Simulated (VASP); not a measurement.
# TiO2 (I4_1/amd) in VASP: notebook

The runs below take TiO2 through single point, with PBE+U, LDA, PBE exchange alone.

Program: VASP 6.6.1. These are calculated values, not measurements. Logs are shortened: lines on timing, memory, paths and dates and some standing lists are left out, and cuts for length are marked.

### Step 1. The cell of the first run

Symmetry: I4_1/amd, No. 141, tetragonal system. Conventional cell: a = 3.784 Å, b = 3.784 Å, c = 9.515 Å, α = 90.00°, β = 90.00°, γ = 90.00°. Ti (site symmetry -4m2) has 6 O at 1.93 to 1.98 Å within 2.6 Å. Within 2.6 Å of O (site symmetry 2mm) lie 3 Ti at 1.93 to 1.98 Å and 2 O at 2.47 Å.

### Step 2. Single point, PBE+U

Contents of INCAR:

```
SYSTEM = TiO2
ALGO = Normal
EDIFF = 1E-6
ENCUT = 520
GGA = PE
ISIF = 2
ISMEAR = -1
LASPH = .True.
LCHARG = .False.
LDAU = .True.
LDAUJ = 0 0
LDAUL = 2 -1
LDAUPRINT = 1
LDAUTYPE = 2
LDAUU = 1 0
LMAXMIX = 4
LREAL = .False.
LWAVE = .False.
NBANDS = 33
NELM = 150
PREC = Accurate
SIGMA = 0.05
```

Contents of KPOINTS:

```
k-points
0
Gamma
  10 10 10
  0 0 0
```

Contents of POSCAR:

```
TiO2
1.0
   -1.8921000000      1.8921000000      4.7573000000
    1.8921000000     -1.8921000000      4.7573000000
    1.8921000000      1.8921000000     -4.7573000000
Ti O
2 4
Direct
    0.7500000000      0.2500000000      0.5000000000
    0.0000000000      0.0000000000      0.0000000000
    0.7919000000      0.7919000000      0.0000000000
    0.5419000000      0.0419000000      0.5000000000
    0.9581000000      0.4581000000      0.5000000000
    0.2081000000      0.2081000000      0.0000000000
```

Potentials or basis: VASP PAW PBE potentials, release 64 (Ti_sv, O).

On the command line:

```
$ cat potpaw_PBE.64/Ti_sv/POTCAR potpaw_PBE.64/O/POTCAR > POTCAR
$ mpirun -np 1 vasp_std > vasp.out
```

OUTCAR:

```text
SYSTEM = TiO2
   EDIFF = 1E-6
   ENCUT = 520
   GGA = PE
   ISIF = 2
   ISMEAR = -1
   LASPH = .True.
   LREAL = .False.
   NELM = 150
   PREC = Accurate

 ion  position               nearest neighbor table
   1  0.750  0.250  0.500-   3 1.93   6 1.93   3 1.93   6 1.93   5 1.98   4 1.98
   2  0.000  0.000  0.000-   4 1.93   5 1.93   4 1.93   5 1.93   3 1.98   6 1.98
   3  0.792  0.792  0.000-   1 1.93   1 1.93   2 1.98
   4  0.542  0.042  0.500-   2 1.93   2 1.93   1 1.98
   5  0.958  0.458  0.500-   2 1.93   2 1.93   1 1.98
   6  0.208  0.208  0.000-   1 1.93   1 1.93   2 1.98

  LATTYP: Found a body centered tetragonal cell.
 ALAT       =     3.7842000000
 C/A-ratio  =     2.5142962846

  Lattice vectors:

 A1 = (  -1.8921000000,   1.8921000000,   4.7573000000)
 A2 = (   1.8921000000,  -1.8921000000,   4.7573000000)
 A3 = (   1.8921000000,   1.8921000000,  -4.7573000000)

Analysis of symmetry for initial positions (statically):
=====================================================================
 Subroutine PRICEL returns:
 Original cell was already a primitive cell.

 Routine SETGRP: Setting up the symmetry group for a
 body centered tetragonal supercell.

 Subroutine GETGRP returns: Found 16 space group operations
 (whereof  8 operations were pure point group operations)
 out of a pool of 16 trial point group operations.

The static configuration has the point symmetry D_2d.
 The point group associated with its full space group is D_4h.

Analysis of symmetry for dynamics (positions and initial velocities):
=====================================================================
 Subroutine PRICEL returns:
 Original cell was already a primitive cell.

 Routine SETGRP: Setting up the symmetry group for a
 body centered tetragonal supercell.

 Subroutine GETGRP returns: Found 16 space group operations
 (whereof  8 operations were pure point group operations)
 out of a pool of 16 trial point group operations.

The dynamic configuration has the point symmetry D_2d.
 The point group associated with its full space group is D_4h.

 Subroutine INISYM returns: Found 16 space group operations
 (whereof  8 operations are pure point group operations),
 and found     1 'primitive' translations

----------------------------------------------------------------------------------------

                                     Primitive cell

  volume of cell :      68.1253

  direct lattice vectors                    reciprocal lattice vectors
    -1.892100000  1.892100000  4.757300000     0.000000000  0.264256646  0.105101633
     1.892100000 -1.892100000  4.757300000     0.264256646  0.000000000  0.105101633
     1.892100000  1.892100000 -4.757300000     0.264256646  0.264256646  0.000000000

  length of vectors
     5.458203744  5.458203744  5.458203744     0.284390450  0.284390450  0.373715333

  position of ions in fractional coordinates (direct lattice)
     0.750000000  0.250000000  0.500000000
     0.000000000  0.000000000  0.000000000
     0.791900000  0.791900000  0.000000000
     0.541900000  0.041900000  0.500000000
     0.958100000  0.458100000  0.500000000
     0.208100000  0.208100000  0.000000000

  ion indices of the primitive-cell ions
   primitive index   ion index
                 1           1
                 2           2
                 3           3
[... 108 lines left out ...]
   LEPSILON=     F    determine dielectric tensor
   LRPA    =     F    only Hartree local field effects (RPA)
 non-spin polarized calculation
  energy-cutoff  :      520.00
  volume of cell :       68.13
 maximum number of plane-waves:      1850
 NGX is ok and might be reduce to    42
   NGX = 21   NGY = 21   NGZ = 21

atom =   1  type =  1  l = 2

 onsite density matrix

spin component  1

  0.1211  0.0000 -0.0000 -0.0000  0.0000
  0.0000  0.1171  0.0000 -0.0000  0.0000
 -0.0000  0.0000  0.2594 -0.0000 -0.0000
 -0.0000 -0.0000 -0.0000  0.1171  0.0000
  0.0000  0.0000 -0.0000  0.0000  0.2593

spin component  2

  0.1211  0.0000 -0.0000 -0.0000  0.0000
  0.0000  0.1171  0.0000 -0.0000  0.0000
 -0.0000  0.0000  0.2594 -0.0000 -0.0000
 -0.0000 -0.0000 -0.0000  0.1171  0.0000
  0.0000  0.0000 -0.0000  0.0000  0.2593

 occupancies and eigenvectors

  o =  0.1171  v =  0.0000  0.0000  0.0000 -1.0000 -0.0000  0.0000  0.0000  0.0000  0.0000  0.0000      0.0000  0.0000  0.0000  0.0000  0.0000  0.0000  0.0000  0.0000  0.0000  0.0000
  o =  0.1171  v =  0.0000  0.0000  0.0000  0.0000  0.0000  0.0000  0.0000  0.0000 -1.0000 -0.0000      0.0000  0.0000  0.0000  0.0000  0.0000  0.0000  0.0000  0.0000  0.0000  0.0000
  o =  0.1171  v =  0.0000  1.0000 -0.0000  0.0000 -0.0000  0.0000  0.0000  0.0000  0.0000  0.0000      0.0000  0.0000  0.0000  0.0000  0.0000  0.0000  0.0000  0.0000  0.0000  0.0000
  o =  0.1171  v =  0.0000  0.0000  0.0000  0.0000  0.0000  0.0000  1.0000 -0.0000  0.0000 -0.0000      0.0000  0.0000  0.0000  0.0000  0.0000  0.0000  0.0000  0.0000  0.0000  0.0000
  o =  0.1211  v =  1.0000  0.0000  0.0000  0.0000  0.0000  0.0000  0.0000  0.0000  0.0000  0.0000      0.0000  0.0000  0.0000  0.0000  0.0000  0.0000  0.0000  0.0000  0.0000  0.0000
  o =  0.1211  v =  0.0000  0.0000  0.0000  0.0000  0.0000  1.0000  0.0000  0.0000  0.0000  0.0000      0.0000  0.0000  0.0000  0.0000  0.0000  0.0000  0.0000  0.0000  0.0000  0.0000
  o =  0.2593  v =  0.0000  0.0000  0.0000  0.0000  0.0000  0.0000  0.0000 -0.0000 -0.0000  1.0000      0.0000  0.0000  0.0000  0.0000  0.0000  0.0000  0.0000  0.0000  0.0000  0.0000
  o =  0.2593  v =  0.0000  0.0000 -0.0000 -0.0000  1.0000  0.0000  0.0000  0.0000  0.0000  0.0000      0.0000  0.0000  0.0000  0.0000  0.0000  0.0000  0.0000  0.0000  0.0000  0.0000
  o =  0.2594  v =  0.0000  0.0000  0.0000  0.0000  0.0000  0.0000  0.0000  1.0000  0.0000  0.0000      0.0000  0.0000  0.0000  0.0000  0.0000  0.0000  0.0000  0.0000  0.0000  0.0000
  o =  0.2594  v =  0.0000  0.0000  1.0000  0.0000  0.0000  0.0000  0.0000  0.0000  0.0000  0.0000      0.0000  0.0000  0.0000  0.0000  0.0000  0.0000  0.0000  0.0000  0.0000  0.0000

atom =   2  type =  1  l = 2

 onsite density matrix

spin component  1

  0.1211  0.0000 -0.0000  0.0000  0.0000
  0.0000  0.1171 -0.0000 -0.0000 -0.0000
 -0.0000 -0.0000  0.2594 -0.0000 -0.0000
  0.0000 -0.0000 -0.0000  0.1171  0.0000
  0.0000 -0.0000 -0.0000  0.0000  0.2593

spin component  2

  0.1211  0.0000 -0.0000  0.0000  0.0000
  0.0000  0.1171 -0.0000 -0.0000 -0.0000
 -0.0000 -0.0000  0.2594 -0.0000 -0.0000
  0.0000 -0.0000 -0.0000  0.1171  0.0000
  0.0000 -0.0000 -0.0000  0.0000  0.2593

 occupancies and eigenvectors

  o =  0.1171  v =  0.0000  0.6894  0.0000  0.7243  0.0000  0.0000  0.0000  0.0000  0.0000  0.0000      0.0000  0.0000  0.0000  0.0000  0.0000  0.0000  0.0000  0.0000  0.0000  0.0000
  o =  0.1171  v =  0.0000  0.0000  0.0000  0.0000  0.0000  0.0000  0.6894  0.0000  0.7243  0.0000      0.0000  0.0000  0.0000  0.0000  0.0000  0.0000  0.0000  0.0000  0.0000  0.0000
  o =  0.1171  v =  0.0000  0.0000  0.0000  0.0000  0.0000  0.0000  0.7243 -0.0000 -0.6894  0.0000      0.0000  0.0000  0.0000  0.0000  0.0000  0.0000  0.0000  0.0000  0.0000  0.0000
  o =  0.1171  v =  0.0000  0.7243 -0.0000 -0.6894  0.0000  0.0000  0.0000  0.0000  0.0000  0.0000      0.0000  0.0000  0.0000  0.0000  0.0000  0.0000  0.0000  0.0000  0.0000  0.0000
  o =  0.1211  v =  0.0000  0.0000  0.0000  0.0000  0.0000  1.0000  0.0000  0.0000  0.0000  0.0000      0.0000  0.0000  0.0000  0.0000  0.0000  0.0000  0.0000  0.0000  0.0000  0.0000
  o =  0.1211  v =  1.0000  0.0000  0.0000  0.0000  0.0000  0.0000  0.0000  0.0000  0.0000  0.0000      0.0000  0.0000  0.0000  0.0000  0.0000  0.0000  0.0000  0.0000  0.0000  0.0000
  o =  0.2593  v =  0.0000  0.0000  0.0000  0.0000 -1.0000  0.0000  0.0000  0.0000  0.0000  0.0000      0.0000  0.0000  0.0000  0.0000  0.0000  0.0000  0.0000  0.0000  0.0000  0.0000
  o =  0.2593  v =  0.0000  0.0000  0.0000  0.0000  0.0000  0.0000  0.0000  0.0000  0.0000 -1.0000      0.0000  0.0000  0.0000  0.0000  0.0000  0.0000  0.0000  0.0000  0.0000  0.0000
  o =  0.2594  v =  0.0000  0.0000  0.0000  0.0000  0.0000  0.0000 -0.0000  1.0000 -0.0000  0.0000      0.0000  0.0000  0.0000  0.0000  0.0000  0.0000  0.0000  0.0000  0.0000  0.0000
  o =  0.2594  v =  0.0000 -0.0000  1.0000 -0.0000  0.0000  0.0000  0.0000  0.0000  0.0000  0.0000      0.0000  0.0000  0.0000  0.0000  0.0000  0.0000  0.0000  0.0000  0.0000  0.0000

 number of electron      47.9999989 magnetization

 Free energy of the ion-electron system (eV)
  ---------------------------------------------------
  ext. energy  EPLUGINS =         0.00000000
  ---------------------------------------------------
  free energy    TOTEN  =       -52.41802747 eV

  energy without entropy =      -52.41802747  energy(sigma->0) =      -52.41802747

 E-fermi :   4.5280     XC(G=0): -10.7409

 val. band max:        3.4546639663   @ k =  -0.4000   0.4000   0.0000
 cond. band min:       5.6993208440   @ k =   0.0000   0.0000   0.0000
 fundamental gap:      2.2446568777
 Fermi energy:         4.5279951518

 k-point     1 :       0.0000    0.0000    0.0000
  band No.  band energies     occupation
      1     -53.1771      2.00000
      2     -53.1172      2.00000
      3     -29.6289      2.00000
      4     -29.3908      2.00000
      5     -29.3908      2.00000
      6     -29.3198      2.00000
[... 853 lines left out ...]
     32       9.9930      0.00000
     33      10.8403      0.00000

 [... further k-points ...]

------------------------ aborting loop because EDIFF is reached ----------------------------------------

  FORCE on cell =-STRESS in cart. coord.  units (eV):
  Direction    XX          YY          ZZ          XY          YZ          ZX
  --------------------------------------------------------------------------------------
  -------------------------------------------------------------------------------------
  Total        3.1582743      3.1582743      3.5434125      0.0000000      0.0000000      0.0000000
  in kB       74.2765497     74.2765497     83.3342629      0.0000000      0.0000000      0.0000000
  external PRESSURE =      77.2957874 kB  Pullay stress =       0.0000000 kB

 VOLUME and BASIS-vectors are now :
 -----------------------------------------------------------------------------
  energy-cutoff  :      520.00
  volume of cell :       68.13
      direct lattice vectors                 reciprocal lattice vectors
    -1.892100000  1.892100000  4.757300000     0.000000000  0.264256646  0.105101633
     1.892100000 -1.892100000  4.757300000     0.264256646  0.000000000  0.105101633
     1.892100000  1.892100000 -4.757300000     0.264256646  0.264256646  0.000000000

 POSITION                                       TOTAL-FORCE (eV/Angst)
 -----------------------------------------------------------------------------------
      0.00000      1.89210      2.37865         0.000000      0.000000      0.000000
      0.00000      0.00000      0.00000         0.000000      0.000000      0.000000
      0.00000      0.00000      7.53461         0.000000     -0.000000     -0.150112
      0.00000      1.89210      0.39866        -0.000000      0.000000     -0.150112
      0.00000      1.89210      4.35864        -0.000000      0.000000      0.150112
      0.00000      0.00000      1.97999         0.000000     -0.000000      0.150112
 -----------------------------------------------------------------------------------
    total drift:                                0.000000      0.000000      0.000000

  FREE ENERGIE OF THE ION-ELECTRON SYSTEM (eV)
  ---------------------------------------------------
  free  energy   TOTEN  =       -52.4180274667 eV

  energy  without entropy=      -52.4180274667  energy(sigma->0) =      -52.41802747
```

It took 3.2 min on 1 thread of Intel Xeon 6975P-C (Granite Rapids), shared host; peak memory 0.36 GiB.

What came out:

| Quantity | Value |
| --- | --- |
| Free energy | -52.4180 eV |
| Pressure | 7.7 GPa |
| Largest force | 0.150 eV/Å |
| Band gap on the k mesh | 2.24 eV (least direct gap 2.58 eV) |

Forces in eV/Å, atoms in the order of the input:
```
Ti   0.000  0.000  0.000
Ti   0.000  0.000  0.000
O    0.000  0.000 -0.150
O    0.000  0.000 -0.150
O    0.000  0.000  0.150
O    0.000  0.000  0.150
```

Eigenvalues of the final occupation matrices:
```
    site  spin  trace               eigenvalues
site 1 d     1   0.87  0.12 0.12 0.12 0.26 0.26
site 1 d     2   0.87  0.12 0.12 0.12 0.26 0.26
site 2 d     1   0.87  0.12 0.12 0.12 0.26 0.26
site 2 d     2   0.87  0.12 0.12 0.12 0.26 0.26
```

Caveat: the cell stands under pressure.

### Step 3. Single point, PBE+U

Contents of INCAR:

```
PREC = Accurate
ENCUT = 520
EDIFF = 1E-6
ISMEAR = -1
SIGMA = 0.05
LREAL = False
LASPH = True
NELM = 150
ALGO = Normal
ISIF = 2
LWAVE = False
LCHARG = False
LMAXMIX = 4
LDAU = True
LDAUTYPE = 2
LDAUL = 2 -1
LDAUU = 2 0
LDAUJ = 0 0
LDAUPRINT = 1
GGA = PE
NBANDS = 33
```

Contents of KPOINTS:

```
regular mesh
0
Gamma
  10 10 10
```

POSCAR is that of step 2.

Potentials or basis: VASP PAW PBE potentials, release 64 (Ti_sv, O).

On the command line:

```
$ cat potpaw_PBE.64/Ti_sv/POTCAR potpaw_PBE.64/O/POTCAR > POTCAR
$ mpirun -np 1 vasp_std > vasp.out
```

OUTCAR:

```text
PREC = Accurate
   ENCUT = 520
   EDIFF = 1E-6
   ISMEAR = -1
   LREAL = False
   LASPH = True
   NELM = 150
   ISIF = 2
   GGA = PE

 ion  position               nearest neighbor table
   1  0.750  0.250  0.500-   3 1.93   6 1.93   3 1.93   6 1.93   5 1.98   4 1.98
   2  0.000  0.000  0.000-   4 1.93   5 1.93   4 1.93   5 1.93   3 1.98   6 1.98
   3  0.792  0.792  0.000-   1 1.93   1 1.93   2 1.98
   4  0.542  0.042  0.500-   2 1.93   2 1.93   1 1.98
   5  0.958  0.458  0.500-   2 1.93   2 1.93   1 1.98
   6  0.208  0.208  0.000-   1 1.93   1 1.93   2 1.98

  LATTYP: Found a body centered tetragonal cell.
[... 1141 lines left out ...]
  -------------------------------------------------------------------------------------
  Total        4.0126477      4.0126477      4.2042528      0.0000000      0.0000000      0.0000000
  in kB       94.3697725     94.3697725     98.8759576      0.0000000      0.0000000      0.0000000
  external PRESSURE =      95.8718342 kB  Pullay stress =       0.0000000 kB

 VOLUME and BASIS-vectors are now :
 -----------------------------------------------------------------------------
  energy-cutoff  :      520.00
  volume of cell :       68.13
      direct lattice vectors                 reciprocal lattice vectors
    -1.892100000  1.892100000  4.757300000     0.000000000  0.264256646  0.105101633
     1.892100000 -1.892100000  4.757300000     0.264256646  0.000000000  0.105101633
     1.892100000  1.892100000 -4.757300000     0.264256646  0.264256646  0.000000000

 POSITION                                       TOTAL-FORCE (eV/Angst)
 -----------------------------------------------------------------------------------
      0.00000      1.89210      2.37865         0.000000      0.000000      0.000000
      0.00000      0.00000      0.00000         0.000000      0.000000      0.000000
      0.00000      0.00000      7.53461        -0.000000     -0.000000     -0.176634
      0.00000      1.89210      0.39866        -0.000000     -0.000000     -0.176634
      0.00000      1.89210      4.35864         0.000000      0.000000      0.176634
      0.00000      0.00000      1.97999        -0.000000     -0.000000      0.176634
 -----------------------------------------------------------------------------------
    total drift:                                0.000000      0.000000      0.000000

  FREE ENERGIE OF THE ION-ELECTRON SYSTEM (eV)
  ---------------------------------------------------
  free  energy   TOTEN  =       -51.0364417277 eV

  energy  without entropy=      -51.0364417277  energy(sigma->0) =      -51.03644173
```

OSZICAR:

```text
N       E                     dE             d eps       ncg     rms          rms(c)
DAV:   1     0.671049088462E+03    0.67105E+03   -0.24224E+04  6732   0.169E+03
DAV:   2     0.334109866349E+02   -0.63764E+03   -0.59214E+03  7357   0.510E+02
DAV:   3    -0.640700856834E+02   -0.97481E+02   -0.95805E+02  9168   0.192E+02
DAV:   4    -0.689900201467E+02   -0.49199E+01   -0.49096E+01 10030   0.418E+01
DAV:   5    -0.691745753369E+02   -0.18456E+00   -0.18453E+00  8675   0.638E+00    0.328E+01
DAV:   6    -0.507092289063E+02    0.18465E+02   -0.80186E+01  9432   0.900E+01    0.986E+00
DAV:   7    -0.511430024906E+02   -0.43377E+00   -0.13381E+01  9005   0.277E+01    0.888E+00
DAV:   8    -0.510359900590E+02    0.10701E+00   -0.53286E-01  9173   0.623E+00    0.584E+00
DAV:   9    -0.510523707988E+02   -0.16381E-01   -0.56174E-01  9030   0.750E+00    0.146E+00
DAV:  10    -0.510418785767E+02    0.10492E-01   -0.11986E-01  9459   0.354E+00    0.727E-01
DAV:  11    -0.510369723456E+02    0.49062E-02   -0.26299E-02  8857   0.108E+00    0.281E-01
DAV:  12    -0.510366019927E+02    0.37035E-03   -0.23081E-03 10281   0.539E-01    0.112E-01
DAV:  13    -0.510364564921E+02    0.14550E-03   -0.97775E-04  9421   0.371E-01    0.395E-02
DAV:  14    -0.510364412200E+02    0.15272E-04   -0.62245E-05  9078   0.831E-02    0.115E-02
DAV:  15    -0.510364420298E+02   -0.80976E-06   -0.13761E-05  9586   0.353E-02    0.571E-03
DAV:  16    -0.510364417277E+02    0.30209E-06   -0.44760E-06  8536   0.235E-02
   1 F= -.51036442E+02 E0= -.51036442E+02  d E =-.593551E-10
```

stdout:

```text
POSCAR found type information on POSCAR TiO
 POSCAR found :  2 types and       6 ions
 scaLAPACK will be used
 LDA part: xc-table for (Slater+PW92), standard interpolation
 POSCAR, INCAR and KPOINTS ok, starting setup
 FFT: planning ... GRIDC
 FFT: planning ... GRID_SOFT
 FFT: planning ... GRID
 WAVECAR not read
 entering main loop
```

It took 3 min on 1 thread of Intel Xeon 6975P-C (Granite Rapids), shared host; peak memory 0.37 GiB.

Results:

* Free energy: -51.0364 eV
* Pressure: 9.6 GPa
* Largest force: 0.177 eV/Å
* Band gap on the k mesh: 2.38 eV (least direct gap 2.73 eV)

Forces on the atoms (eV/Å):
```
Ti   0.000  0.000  0.000
Ti   0.000  0.000  0.000
O    0.000  0.000 -0.177
O    0.000  0.000 -0.177
O    0.000  0.000  0.177
O    0.000  0.000  0.177
```

Levels at points of the mesh, in eV from the valence-band top:
```tsv
k point	band 20	band 21	band 22	band 23	band 24	band 25	band 26	band 27	band 28	band 29
(0.00, 0.00, 0.00)	-0.78	-0.75	-0.75	-0.47	-0.47	2.38	3.14	4.20	4.20	4.25
(0.50, 0.00, 0.00)	-1.98	-1.91	-0.95	-0.86	-0.66	3.50	3.78	3.79	3.92	4.52
(0.50, 0.50, 0.00)	-2.63	-2.05	-2.05	-0.03	-0.03	3.61	3.61	4.06	4.06	5.13
(0.50, 0.50, 0.50)	-1.39	-1.27	-1.27	-0.13	-0.13	2.75	2.75	4.05	4.05	4.43
```

Eigenvalues of the final occupation matrices:
```csv
site,spin,trace,eigenvalues
site 1 d,1,0.86,0.11 0.11 0.12 0.26 0.26
site 1 d,2,0.86,0.11 0.11 0.12 0.26 0.26
site 2 d,1,0.86,0.11 0.11 0.12 0.26 0.26
site 2 d,2,0.86,0.11 0.11 0.12 0.26 0.26
```

Caveat: the cell stands under pressure. A k mesh can miss the band edges.

(Continued in part 2 of 2.)
